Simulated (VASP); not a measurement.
# CsPbCl3 (Pm-3m) in VASP: single point with PBE

Aim: the single point of CsPbCl3 with PBE.

Program: VASP 6.6.1. These are calculated values, not measurements. Logs are shortened: lines on timing, memory, paths and dates and some standing lists are left out, and cuts for length are marked.

## 1. The cell of the first run

Symmetry: Pm-3m, No. 221, cubic system. Conventional cell: a = 5.677 Å, b = 5.677 Å, c = 5.677 Å, α = 90.00°, β = 90.00°, γ = 90.00°. Within 5.3 Å of Cs (site symmetry m-3m) lie 12 Cl at 4.01 Å and 8 Pb at 4.92 Å. Within 3.7 Å of Pb (site symmetry m-3m) lie 6 Cl at 2.84 Å. Within 3.7 Å of Cl (site symmetry 4/mmm) lie 2 Pb at 2.84 Å.

## 2. Single point, PBE, non-collinear spin, zero start, spin-orbit coupling

INCAR reads:

```
  PREC = Accurate
  ENCUT = 520
  EDIFF = 1E-6
  ISMEAR = 0
  SIGMA = 0.01
  LREAL = False
  LASPH = True
  NELM = 150
  ALGO = Normal
  ISIF = 2
  LWAVE = False
  LCHARG = True
  MAGMOM = 0 0 0 0 0 0 0 0 0 0 0 0 0 0 0
  LORBIT = 11
  LSORBIT = True
  GGA_COMPAT = False
  LORBMOM = True
  GGA = PE
  LVHAR = True
  NBANDS = 59
```

KPOINTS reads:

```
regular mesh
0
Gamma
  4 4 4
```

POSCAR reads:

```
CsPbCl3
1.0
    5.6767292595      0.0000000000      0.0000000000
    0.0000000000      5.6767292595      0.0000000000
    0.0000000000      0.0000000000      5.6767292595
Cs Pb Cl
1 1 3
Direct
    0.0000000000      0.0000000000      0.0000000000
    0.5000000000      0.5000000000      0.5000000000
    0.5000000000      0.5000000000      0.0000000000
    0.0000000000      0.5000000000      0.5000000000
    0.5000000000      0.0000000000      0.5000000000
```

Potentials or basis: VASP PAW PBE potentials, release 64 (Cs_sv, Pb_d, Cl).

On the command line:

```console
$ cat potpaw_PBE.64/Cs_sv/POTCAR potpaw_PBE.64/Pb_d/POTCAR potpaw_PBE.64/Cl/POTCAR > POTCAR
$ mpirun -np 1 vasp_ncl > vasp.out
```

OUTCAR:

```text
PREC = Accurate
   ENCUT = 520
   EDIFF = 1E-6
   ISMEAR = 0
   LREAL = False
   LASPH = True
   NELM = 150
   ISIF = 2
   LORBIT = 11
   LSORBIT = True
   GGA = PE

 ion  position               nearest neighbor table
   1  0.000  0.000  0.000-
   2  0.500  0.500  0.500-   3 2.84   4 2.84   5 2.84   3 2.84   5 2.84   4 2.84
   3  0.500  0.500  0.000-   2 2.84   2 2.84
   4  0.000  0.500  0.500-   2 2.84   2 2.84
   5  0.500  0.000  0.500-   2 2.84   2 2.84

  LATTYP: Found a simple cubic cell.
 ALAT       =     5.6767292595

  Lattice vectors:

 A1 = (   5.6767292595,   0.0000000000,   0.0000000000)
 A2 = (   0.0000000000,   5.6767292595,   0.0000000000)
 A3 = (   0.0000000000,   0.0000000000,   5.6767292595)

Analysis of symmetry for initial positions (statically):
=====================================================================
 Subroutine PRICEL returns:
 Original cell was already a primitive cell.

 Routine SETGRP: Setting up the symmetry group for a
 simple cubic supercell.

 Subroutine GETGRP returns: Found 48 space group operations
 (whereof 48 operations were pure point group operations)
 out of a pool of 48 trial point group operations.

The static configuration has the point symmetry O_h .

Analysis of symmetry for dynamics (positions and initial velocities):
=====================================================================
 Subroutine PRICEL returns:
 Original cell was already a primitive cell.

 Routine SETGRP: Setting up the symmetry group for a
 simple cubic supercell.

 Subroutine GETGRP returns: Found 48 space group operations
 (whereof 48 operations were pure point group operations)
 out of a pool of 48 trial point group operations.

The dynamic configuration has the point symmetry O_h .

Analysis of structural, dynamic, and magnetic symmetry:
=====================================================================
 Subroutine PRICEL returns:
 Original cell was already a primitive cell.

 Routine SETGRP: Setting up the symmetry group for a
 simple cubic supercell.

 Subroutine GETGRP returns: Found 48 space group operations
 (whereof 48 operations were pure point group operations)
 out of a pool of 48 trial point group operations.

The overall configuration has the point symmetry O_h .

 Subroutine INISYM returns: Found 48 space group operations
 (whereof 48 operations are pure point group operations),
 and found     1 'primitive' translations

[... 762 lines left out ...]

  FREE ENERGIE OF THE ION-ELECTRON SYSTEM (eV)
  ---------------------------------------------------
  free  energy   TOTEN  =       -18.0323273559 eV

  energy  without entropy=      -18.0323273559  energy(sigma->0) =      -18.03232736

 orbital moment (x)

 # of ion     p       d       tot
 ----------------------------------------
  1        -0.000   0.000  -0.000
  2         0.000   0.000   0.000
  3         0.000   0.000   0.000
  4        -0.000   0.000  -0.000
  5        -0.000   0.000  -0.000
 ----------------------------------------
           -0.000   0.000  -0.000

 orbital moment (y)

 # of ion     p       d       tot
 ----------------------------------------
  1        -0.000   0.000  -0.000
  2        -0.000  -0.000  -0.000
  3        -0.000   0.000  -0.000
  4         0.000   0.000   0.000
  5         0.000   0.000   0.000
 ----------------------------------------
            0.000  -0.000   0.000

 orbital moment (z)

 # of ion     p       d       tot
 ----------------------------------------
  1         0.000   0.000   0.000
  2         0.000   0.000   0.000
  3         0.000   0.000   0.000
  4         0.000   0.000   0.000
  5         0.000   0.000   0.000
 ----------------------------------------
            0.000   0.000   0.000

 Spin-Orbit-Coupling matrix elements

 Ion:    1  E_soc:     -0.3225644
 l=   1
     0.0000000    -0.0537527    -0.0537527
    -0.0537527     0.0000000    -0.0537527
    -0.0537527    -0.0537527     0.0000000
 l=   2
     0.0000000    -0.0000016     0.0000000    -0.0000016    -0.0000065
    -0.0000016     0.0000000    -0.0000049    -0.0000016    -0.0000016
     0.0000000    -0.0000049     0.0000000    -0.0000049     0.0000000
    -0.0000016    -0.0000016    -0.0000049     0.0000000    -0.0000016
    -0.0000065    -0.0000016     0.0000000    -0.0000016     0.0000000
 l=   3
     0.0000000     0.0000000     0.0000000     0.0000000     0.0000000     0.0000000     0.0000000
     0.0000000     0.0000000     0.0000000     0.0000000     0.0000000     0.0000000     0.0000000
     0.0000000     0.0000000     0.0000000     0.0000000     0.0000000     0.0000000     0.0000000
     0.0000000     0.0000000     0.0000000     0.0000000     0.0000000     0.0000000     0.0000000
[... 69 lines left out ...]
 l=   2
     0.0000000     0.0000000     0.0000000     0.0000000     0.0000000
     0.0000000     0.0000000     0.0000000     0.0000000     0.0000000
     0.0000000     0.0000000     0.0000000     0.0000000     0.0000000
     0.0000000     0.0000000     0.0000000     0.0000000     0.0000000
     0.0000000     0.0000000     0.0000000     0.0000000     0.0000000
 l=   3
     0.0000000     0.0000000     0.0000000     0.0000000     0.0000000     0.0000000     0.0000000
     0.0000000     0.0000000     0.0000000     0.0000000     0.0000000     0.0000000     0.0000000
     0.0000000     0.0000000     0.0000000     0.0000000     0.0000000     0.0000000     0.0000000
     0.0000000     0.0000000     0.0000000     0.0000000     0.0000000     0.0000000     0.0000000
     0.0000000     0.0000000     0.0000000     0.0000000     0.0000000     0.0000000     0.0000000
     0.0000000     0.0000000     0.0000000     0.0000000     0.0000000     0.0000000     0.0000000
     0.0000000     0.0000000     0.0000000     0.0000000     0.0000000     0.0000000     0.0000000

 total charge

# of ion       s       p       d       tot
------------------------------------------
    1        1.830   4.712   0.010   6.553
    2        1.516   0.431   9.860  11.806
    3        1.600   3.525   0.000   5.125
    4        1.600   3.525   0.000   5.125
    5        1.600   3.525   0.000   5.125
--------------------------------------------------
tot          8.145  15.719   9.870  33.733

 magnetization (x)

# of ion       s       p       d       tot
------------------------------------------
    1        0.000   0.000   0.000   0.000
    2       -0.000  -0.000   0.000  -0.000
    3       -0.000   0.000   0.000   0.000
    4        0.000   0.000   0.000   0.000
    5       -0.000  -0.000   0.000  -0.000
--------------------------------------------------
tot         -0.000   0.000   0.000  -0.000

 magnetization (y)

# of ion       s       p       d       tot
------------------------------------------
    1        0.000   0.000   0.000   0.000
    2       -0.000   0.000  -0.000  -0.000
    3        0.000   0.000   0.000   0.000
    4        0.000  -0.000   0.000   0.000
    5        0.000   0.000   0.000   0.000
--------------------------------------------------
tot          0.000   0.000  -0.000   0.000

 magnetization (z)

# of ion       s       p       d       tot
------------------------------------------
    1       -0.000   0.000   0.000   0.000
    2       -0.000  -0.000  -0.000  -0.000
    3       -0.000   0.000   0.000   0.000
    4       -0.000   0.000   0.000  -0.000
    5        0.000  -0.000   0.000  -0.000
--------------------------------------------------
tot         -0.000   0.000  -0.000  -0.000
```

OSZICAR:

```text
N       E                     dE             d eps       ncg     rms          rms(c)
DAV:   1     0.427733951572E+03    0.42773E+03   -0.18849E+04  1180   0.135E+03
DAV:   2     0.476067781423E+02   -0.38013E+03   -0.36053E+03  1383   0.324E+02
DAV:   3    -0.157894491407E+02   -0.63396E+02   -0.62610E+02  1557   0.153E+02
DAV:   4    -0.187780649266E+02   -0.29886E+01   -0.29740E+01  1536   0.407E+01
DAV:   5    -0.189121775892E+02   -0.13411E+00   -0.13403E+00  1672   0.784E+00    0.506E+00
DAV:   6    -0.180559603288E+02    0.85622E+00   -0.15477E+00  1720   0.104E+01    0.334E+00
DAV:   7    -0.180160715112E+02    0.39889E-01   -0.56463E-01  1792   0.539E+00    0.188E+00
DAV:   8    -0.180302233464E+02   -0.14152E-01   -0.74133E-02  1752   0.232E+00    0.703E-01
DAV:   9    -0.180315889368E+02   -0.13656E-02   -0.36426E-03  1624   0.474E-01    0.196E-01
DAV:  10    -0.180320316276E+02   -0.44269E-03   -0.48581E-03  1712   0.543E-01    0.105E-01
DAV:  11    -0.180323037292E+02   -0.27210E-03   -0.10330E-03  1578   0.273E-01    0.190E-02
DAV:  12    -0.180323248443E+02   -0.21115E-04   -0.84160E-05  1696   0.652E-02    0.114E-02
DAV:  13    -0.180323274584E+02   -0.26141E-05   -0.76423E-06  1552   0.261E-02    0.542E-03
DAV:  14    -0.180323273559E+02    0.10251E-06   -0.98872E-07  1200   0.804E-03
   1 F= -.18032327E+02 E0= -.18032327E+02  d E =-.747894E-40  mag=     0.0000    -0.0000     0.0000
```

stdout:

```text
POSCAR found type information on POSCAR CsPbCl
 POSCAR found :  3 types and       5 ions
 scaLAPACK will be used
 LDA part: xc-table for (Slater+PW92), standard interpolation
 POSCAR, INCAR and KPOINTS ok, starting setup
 FFT: planning ... GRIDC
 FFT: planning ... GRID_SOFT
 FFT: planning ... GRID
 WAVECAR not read
 entering main loop
```

Run time: 6.2 min. Hardware: 1 thread of AMD EPYC 7R13, shared host; peak memory 0.6 GiB.

What came out:

* Free energy: -18.0323 eV
* Pressure: 0.7 GPa
* Net moment: 0.00 μB per cell
* Valence electrons inside the program's atomic spheres: Cs 6.55; Pb 11.81; Cl 5.12

Moments on the atoms (μB; x, y, z):
```
Cs  0.00 0.00 0.00
Pb  0.00 0.00 0.00
Cl  0.00 0.00 0.00
Cl  0.00 0.00 0.00
Cl  0.00 0.00 0.00
```
